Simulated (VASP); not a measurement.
A run of VASP 6.6.1 is set up as follows.

The input INCAR:

```
PREC = Accurate
ENCUT = 520
EDIFF = 1E-8
ISMEAR = -1
SIGMA = 0.15
LREAL = F
LASPH = T
NELM = 80
ALGO = Normal
ISIF = 2
LWAVE = F
LCHARG = F
GGA = PS
NBANDS = 20
IBRION = 8
NSW = 1
```

File KPOINTS:

```
regular mesh
0
Gamma
  10 10 10
```

POSCAR

```
TiGe
1.0
    0.0000000000      2.5615000000      2.5615000000
    2.5615000000      0.0000000000      2.5615000000
    2.5615000000      2.5615000000      0.0000000000
Ti Ge
1 1
Direct
    0.0000000000      0.0000000000      0.0000000000
    0.5000000000      0.5000000000      0.5000000000
```

Potentials or basis: VASP PAW PBE potentials, release 64 (Ti_sv, Ge_d).

Run with:

```bash
$ cat potpaw_PBE.64/Ti_sv/POTCAR potpaw_PBE.64/Ge_d/POTCAR > POTCAR
$ mpirun -np 1 vasp_std > vasp.out
```

Q: Estimate the highest phonon frequency at Γ.

A: 302 cm⁻¹.

Phonon frequencies in cm⁻¹ (negative: imaginary):
| q point | frequencies |
| --- | --- |
| (0.000, 0.000, 0.000) | 0 0 0 302 302 302 |
